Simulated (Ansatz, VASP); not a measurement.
# Hf in VASP and in Ansatz

Contents of INCAR:

```
SYSTEM = Hf
  PREC = Accurate
  ENCUT = 500
  EDIFF = 1E-7
  ISMEAR = 0
  SIGMA = 0.1
  LREAL = .FALSE.
  LASPH = .TRUE.
  NELM = 120
  ALGO = Normal
  ISIF = 3
  LWAVE = .FALSE.
  LCHARG = .FALSE.
  IBRION = 2
  NSW = 100
  EDIFFG = -0.002
  GGA_COMPAT = .FALSE.
  NELMIN = 4
```

File KPOINTS:

```
regular mesh
0
G
  15 15 8
  0 0 0
```

POSCAR

```
Hf
1.0
    3.1700000000      0.0000000000      0.0000000000
   -1.5850000000      2.7453005000      0.0000000000
    0.0000000000      0.0000000000      5.0000000000
Hf
2
Direct
    0.3333333000      0.6666667000      0.2500000000
    0.6666667000      0.3333333000      0.7500000000
```

Input for Ansatz:

```yaml
crystal:
  lattice:
    - [3.17, 0.0, 0.0]
    - [-1.585, 2.7453005, 0.0]
    - [0.0, 0.0, 5.0]
  atoms:
    - { symbol: Hf, position: [0.3333333, 0.6666667, 0.25] }
    - { symbol: Hf, position: [0.6666667, 0.3333333, 0.75] }
basis:
  ecutwfc: 420
kpoints:
  mp_grid: { grid: [15, 15, 8] }
hamiltonian:
  xc: lda
  pseudopotentials: { kind: paw, azcp: { folder: soft_1 } }
scf:
  occupations: { method: gaussian, width: 0.1 }
output:
  forces: true
  stress: true
  eigenvalues: true
relax:
  adjacent_minimum: "off"
  f_tol: 0.002
  max_steps: 80
  cell: { stress_tol: 0.02 }
```

Alike in both runs: task relaxation of cell and atoms; functional LDA; k mesh 15 × 15 × 8; occupations gaussian, width 0.1 eV; no spin polarisation.

|  | VASP | Ansatz |
| --- | --- | --- |
| version | VASP 6.6.1 | Ansatz 0.2.0 |
| potentials or method | VASP PAW LDA potentials, release 64 (Hf_pv), cutoff 500 eV | scalar-relativistic, plane waves, PAW |
| valence electrons in the cell | 20 | 52 |

Ansatz gave:

| Property | Result |
| --- | --- |
| gap on the k mesh at the Fermi level, each at its own relaxed structure (eV) | none |
| relaxed volume (Å³/atom) | 20.83 |
| relaxed cell length with the largest relative difference (Å) | 3.121 |

Question: Which values does VASP return?

Answer: gap on the k mesh at the Fermi level, each at its own relaxed structure (eV): none; relaxed volume (Å³/atom): 20.84; relaxed cell length with the largest relative difference (Å): 3.122.

Ansatz warns that its potentials were made for another functional, while VASP's fit it. LDA's correlation is that of Perdew and Zunger in VASP and of Perdew and Wang (1992) in Ansatz. A gap of «none» marks a metal or a gap that the smearing closes. VASP's potentials hold 20 valence electrons a cell and Ansatz's 52, so a difference there can come from the potentials and not from the codes.

Neither program's run includes spin-orbit coupling.
